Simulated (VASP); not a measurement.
Here is a VASP 6.6.1 calculation.

Contents of INCAR:

```
SYSTEM = HfC
ALGO = Normal
EDIFF = 1E-8
ENCUT = 520
GGA = PS
ISIF = 2
ISMEAR = -1
LASPH = .True.
LCHARG = .False.
LEFG = .True.
LREAL = .False.
LWAVE = .False.
NBANDS = 14
NELM = 100
PREC = Accurate
SIGMA = 0.05
```

File KPOINTS:

```
k-points
0
Gamma
  15 15 15
  0 0 0
```

The input POSCAR:

```
HfC
1.0
    0.0000000000      2.3250000000      2.3250000000
    2.3250000000      0.0000000000      2.3250000000
    2.3250000000      2.3250000000      0.0000000000
Hf C
1 1
Direct
    0.5000000000      0.5000000000      0.5000000000
    0.0000000000      0.0000000000      0.0000000000
```

Potentials or basis: VASP PAW PBE potentials, release 64 (Hf_pv, C).

Run with:

```bash
$ cat potpaw_PBE.64/Hf_pv/POTCAR potpaw_PBE.64/C/POTCAR > POTCAR
$ mpirun -np 1 vasp_std > vasp.out
```

(1) Predict the pressure.

(2) What does it give for the band gap on the k mesh?

Results:

(1) -7.0 GPa.

(2) zero (bands 7 and 8 overlap by 1.45 eV).

Caveat: the cell stands under tension; the PAW data sets were made with another functional, which shifts forces and pressure a little; spin-orbit coupling is left out, which moves the levels of the heavy elements.
